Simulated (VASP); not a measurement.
# CuO (P6_3/mmc) in VASP: notebook

Runs on CuO. Level: PBE. Tasks: single point.

Everything below comes from runs of VASP 6.6.1. Logs are shortened: lines on timing, memory, paths and dates and some standing lists are left out, and cuts for length are marked.

## Step 1: The cell of the first run

The structure is hexagonal, space group P6_3/mmc (No. 194). The conventional cell has a = 3.201 Å, b = 3.201 Å, c = 4.461 Å, α = 90.00°, β = 90.00°, γ = 120.00°. Cu (site symmetry -3m) has 6 O at 2.16 Å and 2 Cu at 2.23 Å within 2.9 Å. Within 2.9 Å of O (site symmetry -6m2) lie 6 Cu at 2.16 Å and 6 O at 2.90 Å.

## Step 2: Single point, PBE (9.89 Å³/atom)

INCAR reads:

```
ALGO = Normal
EDIFF = 1E-7
ENCUT = 520
GGA = PE
ISIF = 2
ISMEAR = -1
LASPH = True
LCHARG = True
LELF = True
LREAL = False
LVHAR = True
LWAVE = False
NBANDS = 25
NELM = 80
PREC = Accurate
SIGMA = 0.05
```

KPOINTS reads:

```
k-points
0
Gamma
  10 10 6
```

POSCAR reads:

```
CuO
1.0
    3.2005902243      0.0000000000      0.0000000000
   -1.6002951121      2.7717924446      0.0000000000
    0.0000000000      0.0000000000      4.4608392060
Cu O
2 2
Direct
    0.0000000000      0.0000000000      0.0000000000
    0.0000000000      0.0000000000      0.5000000000
    0.3333333333      0.6666666667      0.2500000000
    0.6666666667      0.3333333333      0.7500000000
```

Potentials or basis: VASP PAW PBE potentials, release 64 (Cu, O).

Run with:

```bash
> cat potpaw_PBE.64/Cu/POTCAR potpaw_PBE.64/O/POTCAR > POTCAR
> mpirun -np 1 vasp_std > vasp.out
```

OUTCAR:

```text
EDIFF = 1E-7
   ENCUT = 520
   GGA = PE
   ISIF = 2
   ISMEAR = -1
   LASPH = True
   LREAL = False
   NELM = 80
   PREC = Accurate

 ion  position               nearest neighbor table
   1  0.000  0.000  0.000-   3 2.16   4 2.16   4 2.16   3 2.16   4 2.16   3 2.16   2 2.23   2 2.23

   2  0.000  0.000  0.500-   3 2.16   4 2.16   4 2.16   3 2.16   4 2.16   3 2.16   1 2.23   1 2.23

   3  0.333  0.667  0.250-   1 2.16   2 2.16   1 2.16   2 2.16   1 2.16   2 2.16
   4  0.667  0.333  0.750-   1 2.16   2 2.16   1 2.16   2 2.16   1 2.16   2 2.16

  LATTYP: Found a hexagonal cell.
 ALAT       =     3.2005902243
 C/A-ratio  =     1.3937551806

  Lattice vectors:

 A1 = (   3.2005902243,   0.0000000000,   0.0000000000)
 A2 = (  -1.6002951121,   2.7717924446,   0.0000000000)
 A3 = (   0.0000000000,   0.0000000000,   4.4608392060)

Analysis of symmetry for initial positions (statically):
=====================================================================
 Subroutine PRICEL returns:
 Original cell was already a primitive cell.

 Routine SETGRP: Setting up the symmetry group for a
 hexagonal supercell.

 Subroutine GETGRP returns: Found 24 space group operations
 (whereof 12 operations were pure point group operations)
 out of a pool of 24 trial point group operations.

The static configuration has the point symmetry D_3d.
 The point group associated with its full space group is D_6h.

Analysis of symmetry for dynamics (positions and initial velocities):
=====================================================================
 Subroutine PRICEL returns:
 Original cell was already a primitive cell.

 Routine SETGRP: Setting up the symmetry group for a
 hexagonal supercell.

 Subroutine GETGRP returns: Found 24 space group operations
 (whereof 12 operations were pure point group operations)
 out of a pool of 24 trial point group operations.

The dynamic configuration has the point symmetry D_3d.
 The point group associated with its full space group is D_6h.

 Subroutine INISYM returns: Found 24 space group operations
 (whereof 12 operations are pure point group operations),
 and found     1 'primitive' translations

----------------------------------------------------------------------------------------

                                     Primitive cell

  volume of cell :      39.5738

  direct lattice vectors                    reciprocal lattice vectors
     3.200590224  0.000000000  0.000000000     0.312442372  0.180388687  0.000000000
    -1.600295112  2.771792445  0.000000000     0.000000000  0.360777374  0.000000000
     0.000000000  0.000000000  4.460839206     0.000000000  0.000000000  0.224173066

  length of vectors
     3.200590224  3.200590227  4.460839206     0.360777375  0.360777374  0.224173066

  position of ions in fractional coordinates (direct lattice)
     0.000000000  0.000000000  0.000000000
     0.000000000  0.000000000  0.500000000
     0.333333333  0.666666667  0.250000000
     0.666666667  0.333333333  0.750000000

  ion indices of the primitive-cell ions
   primitive index   ion index
                 1           1
                 2           2
                 3           3
                 4           4

----------------------------------------------------------------------------------------

 KPOINTS: k-points

Automatic generation of k-mesh.
 Grid dimensions read from file:
 generate k-points for:   10   10    6

 Generating k-lattice:

  Cartesian coordinates                     Fractional coordinates (reciprocal lattice)
     0.031244237  0.018038869  0.000000000     0.100000000  0.000000000  0.000000000
     0.000000000  0.036077737  0.000000000     0.000000000  0.100000000  0.000000000
     0.000000000  0.000000000  0.037362178     0.000000000  0.000000000  0.166666667

  Length of vectors
     0.036077737  0.036077737  0.037362178

  Shift w.r.t. Gamma in fractional coordinates (k-lattice)
     0.000000000  0.000000000  0.000000000

 Subroutine IBZKPT returns following result:
 ===========================================

 Found     56 irreducible k-points:

 Following reciprocal coordinates:
            Coordinates               Weight
  0.000000  0.000000  0.000000      1.000000
  0.100000  0.000000  0.000000      6.000000
  0.200000  0.000000  0.000000      6.000000
  0.300000  0.000000  0.000000      6.000000
  0.400000  0.000000  0.000000      6.000000
  0.500000  0.000000  0.000000      3.000000
[... 16 lines left out ...]
  0.300000  0.100000  0.166667     24.000000
  0.400000  0.100000  0.166667     24.000000
 [... further k-points ...]
   k-points           NKPTS =     56   k-points in BZ     NKDIM =     56   number of bands    NBANDS=     25
   number of dos      NEDOS =    301   number of ions     NIONS =      4
   total plane-waves  NPLWV =  20736
   dimension x,y,z NGX =    24 NGY =   24 NGZ =   36
   dimension x,y,z NGXF=    48 NGYF=   48 NGZF=   72
   ions per type =               2   2
   NGX,Y,Z   is equivalent  to a cutoff of  12.47, 12.47, 13.42 a.u.
   NGXF,Y,Z  is equivalent  to a cutoff of  24.93, 24.93, 26.83 a.u.
 SYSTEM =  unknown system
   PREC   = accura    normal or accurate (medium, high low for compatibility)
   ISTART =      0    job   : 0-new  1-cont  2-samecut
   ICHARG =      2    charge: 1-file 2-atom 10-const
   ISPIN  =      1    spin polarized calculation?
   LNONCOLLINEAR =      F non collinear calculations
   LSORBIT =      F    spin-orbit coupling
   LASPH  =      T    aspherical Exc in radial PAW
   ENCUT  =  520.0 eV  38.22 Ry    6.18 a.u.   5.95  5.95  8.29*2*pi/ulx,y,z
   NELM   =     80;   NELMIN=  2; NELMDL= -5     # of ELM steps
   EDIFF  = 0.1E-06   stopping-criterion for ELM
   LREAL  =      F    real-space projection
   EDIFFG = 0.1E-05   stopping-criterion for IOM
   NSW    =      0    number of steps for IOM
   IBRION =     -1    ionic relax: 0-MD 1-quasi-New 2-CG
   NFREE  =      0    steps in history (QN), initial steepest desc. (CG)
   ISIF   =      2    stress and relaxation
   ISYM   =      2    0-nonsym 1-usesym 2-fastsym
   POTIM  = 0.5000    time-step for ionic-motion
   TEBEG  =    0.0;   TEEND  =   0.0 temperature during run
   PSTRESS=    0.0 pullay stress
   NELECT =      34.0000    total number of electrons
   NUPDOWN=      -1.0000    fix difference up-down
   EMIN   =  10.00;   EMAX   =-10.00  energy-range for DOS
   EFERMI =   0.00;   METHOD = LEGACY
   ISMEAR =    -1;   SIGMA  =   0.05  broadening in eV -4-tet -1-fermi 0-gaus
   EFERMI_NEDOS =   21; number of points for ismear=-14 and -15
   IALGO  =     38    algorithm
   IMIX   =      4    mixing-type and parameters
     AMIX     =   0.40;   BMIX     =  1.00
     AMIX_MAG =   1.60;   BMIX_MAG =  1.00
  volume/ion in A,a.u.               =       9.89        66.76
  Fermi-wavevector in a.u.,A,eV,Ry     =   1.556319  2.941017 32.955074  2.422130
  Thomas-Fermi vector in A             =   2.660132
   LORBIT       =      0    0 simple, 1 ext, 2 COOP (PROOUT), +10 PAW based schemes
   GGA     = PE    functional components
   LHFCALC =     F    Hartree Fock is set to
   AEXX    =    0.0000 exact exchange contribution
   IVDW    =     0    specifies the selected vdW correction
   LEPSILON=     F    determine dielectric tensor
   LRPA    =     F    only Hartree local field effects (RPA)
 non-spin polarized calculation
  energy-cutoff  :      520.00
  volume of cell :       39.57
 maximum number of plane-waves:      1086
 NGX is ok and might be reduce to    24
   NGX = 11   NGY = 11   NGZ = 17

 number of electron      34.0000051 magnetization

 Free energy of the ion-electron system (eV)
  ---------------------------------------------------
  ext. energy  EPLUGINS =         0.00000000
  ---------------------------------------------------
  free energy    TOTEN  =       -18.15866294 eV

  energy without entropy =      -18.13030124  energy(sigma->0) =      -18.14448209

 E-fermi :   5.4572     XC(G=0): -12.0986

 val. band max:        5.4433452401   @ k =   0.2000   0.2000   0.5000
 cond. band min:       5.4729855842   @ k =   0.3000   0.0000   0.0000
 fundamental gap:      0.0296403441
 Fermi energy:         5.4571592969

 k-point     1 :       0.0000    0.0000    0.0000
  band No.  band energies     occupation
      1     -13.5970      2.00000
      2     -12.0991      2.00000
      3      -0.9086      2.00000
      4       0.2582      2.00000
      5       0.2582      2.00000
      6       1.2999      2.00000
[... 17 lines left out ...]
     24      22.9480      0.00000
     25      23.3819      0.00000

 k-point     2 :       0.1000    0.0000    0.0000
  band No.  band energies     occupation
      1     -13.5212      2.00000
      2     -12.1028      2.00000
      3      -0.7713      2.00000
      4       0.2843      2.00000
      5       0.2890      2.00000
      6       1.1533      2.00000
[... 17 lines left out ...]
     24      21.1406      0.00000
     25      22.6154      0.00000

 k-point     3 :       0.2000    0.0000    0.0000
  band No.  band energies     occupation
      1     -13.3101      2.00000
      2     -12.1178      2.00000
      3      -0.3808      2.00000
      4       0.3356      2.00000
      5       0.3472      2.00000
      6       0.4943      2.00000
[... 17 lines left out ...]
     24      19.3256      0.00000
     25      20.7007      0.00000

 k-point     4 :       0.3000    0.0000    0.0000
  band No.  band energies     occupation
      1     -13.0142      2.00000
      2     -12.1563      2.00000
      3      -0.5414      2.00000
      4       0.1870      2.00000
      5       0.4033      2.00000
      6       0.5447      2.00000
[... 17 lines left out ...]
     24      19.2432      0.00000
     25      19.3302      0.00000
[... 477 lines left out ...]
 k-point    22 :       0.2000    0.1000    0.1667
  band No.  band energies     occupation
      1     -13.0619      2.00000
      2     -12.2070      2.00000
      3      -0.2927      2.00000
      4      -0.0800      2.00000
      5       0.4455      2.00000
      6       0.8791      2.00000
[... 17 lines left out ...]
     24      18.9162      0.00000
     25      19.9858      0.00000

 k-point    23 :       0.3000    0.1000    0.1667
  band No.  band energies     occupation
      1     -12.7824      2.00000
      2     -12.2334      2.00000
      3      -0.9016      2.00000
      4      -0.0131      2.00000
      5       0.4600      2.00000
      6       1.1270      2.00000
[... 17 lines left out ...]
     24      18.5141      0.00000
     25      19.3360      0.00000

 k-point    24 :       0.4000    0.1000    0.1667
  band No.  band energies     occupation
      1     -12.5483      2.00000
      2     -12.3028      2.00000
      3      -1.3451      2.00000
      4       0.0524      2.00000
      5       0.6240      2.00000
      6       0.9856      2.00000
[... 17 lines left out ...]
     24      18.0592      0.00000
     25      19.0099      0.00000

 [... further k-points ...]

------------------------ aborting loop because EDIFF is reached ----------------------------------------

  FORCE on cell =-STRESS in cart. coord.  units (eV):
  Direction    XX          YY          ZZ          XY          YZ          ZX
  --------------------------------------------------------------------------------------
  -------------------------------------------------------------------------------------
  Total       -3.0020295     -3.0020296      8.0767364     -0.0000000      0.0000000      0.0000000
  in kB     -121.5397097   -121.5397100    326.9935162     -0.0000000      0.0000000      0.0000000
  external PRESSURE =      27.9713655 kB  Pullay stress =       0.0000000 kB

 VOLUME and BASIS-vectors are now :
 -----------------------------------------------------------------------------
  energy-cutoff  :      520.00
  volume of cell :       39.57
      direct lattice vectors                 reciprocal lattice vectors
     3.200590224  0.000000000  0.000000000     0.312442372  0.180388687  0.000000000
    -1.600295112  2.771792445  0.000000000     0.000000000  0.360777374  0.000000000
     0.000000000  0.000000000  4.460839206     0.000000000  0.000000000  0.224173066

 POSITION                                       TOTAL-FORCE (eV/Angst)
 -----------------------------------------------------------------------------------
      0.00000      0.00000      0.00000         0.000000      0.000000      0.000000
      0.00000      0.00000      2.23042         0.000000      0.000000      0.000000
     -0.00000      1.84786      1.11521         0.000000     -0.000000      0.000000
      1.60030      0.92393      3.34563        -0.000000      0.000000     -0.000000
 -----------------------------------------------------------------------------------
    total drift:                               -0.000000      0.000000      0.000000

  FREE ENERGIE OF THE ION-ELECTRON SYSTEM (eV)
  ---------------------------------------------------
  free  energy   TOTEN  =       -18.1586629428 eV

  energy  without entropy=      -18.1303012367  energy(sigma->0) =      -18.14448209
```

Run time: 40 s. Hardware: 1 thread of AMD EPYC 9R45 (Zen 5), shared host; peak memory 0.15 GiB.

Results:

```yaml
Free_energy: -18.1587 eV
Pressure: 2.8 GPa
Band_gap_on_the_k_mesh: zero (bands 17 and 18 overlap by 1.11 eV)
```

Stress tensor (GPa, compression positive):
```
-12.15   0.00   0.00
  0.00 -12.15   0.00
  0.00   0.00  32.70
```

Caveat: semilocal functionals often make such compounds metallic where correlation or magnetic order opens a gap, which also shifts bond lengths.

## Step 3: Single point, PBE (10.09 Å³/atom)

This run uses another cell than the first one, of 10.09 Å³/atom.

INCAR reads:

```
PREC = Accurate
ENCUT = 520
EDIFF = 1E-7
ISMEAR = -1
SIGMA = 0.05
LREAL = F
LASPH = T
NELM = 80
ALGO = Normal
ISIF = 2
LWAVE = F
LCHARG = F
GGA = PE
NBANDS = 25
```

KPOINTS reads:

```
Automatic mesh
0
Gamma
  10 10 6
```

POSCAR reads:

```
CuO
1.0
    3.2213738600      0.0000000000      0.0000000000
   -1.6106869300      2.7897916011      0.0000000000
    0.0000000000      0.0000000000      4.4898065060
Cu O
2 2
Direct
    0.0000000000      0.0000000000      0.0000000000
    0.0000000000      0.0000000000      0.5000000000
    0.3333333333      0.6666666667      0.2500000000
    0.6666666667      0.3333333333      0.7500000000
```

Potentials or basis: VASP PAW PBE potentials, release 64 (Cu, O).

Run with:

```bash
> cat potpaw_PBE.64/Cu/POTCAR potpaw_PBE.64/O/POTCAR > POTCAR
> mpirun -np 1 vasp_std > vasp.out
```

Wall time 38 s (1 thread of AMD EPYC 9R45 (Zen 5), shared host); peak memory 0.15 GiB.

It converged, with:

* Free energy: -18.1653 eV
* Pressure: -0.5 GPa
* Band gap on the k mesh: zero (bands 17 and 18 overlap by 1.08 eV)

Stress tensor (GPa, compression positive):
```
-14.74   0.00   0.00
  0.00 -14.74   0.00
  0.00   0.00  27.94
```

Levels at points of the mesh, in eV from the Fermi level:
```tsv
k point	band 15	band 16	band 17	band 18	band 19	band 20
(0.00, 0.00, 0.00)	-1.40	-0.15	0.56	0.56	1.26	5.04
(0.50, 0.00, 0.00)	-1.42	-1.19	0.33	0.46	6.51	6.57
(0.00, 0.00, 0.50)	-0.14	-0.14	-0.14	-0.14	4.00	4.00
(0.50, 0.00, 0.50)	-0.53	-0.53	-0.51	-0.51	5.74	5.74
```

Caveat: semilocal functionals often make such compounds metallic where correlation or magnetic order opens a gap, which also shifts bond lengths. With open d or f shells a metallic result of PBE can be an artefact of self-interaction; +U or a hybrid may open a gap.

(Part 1 of 2 ends here.)
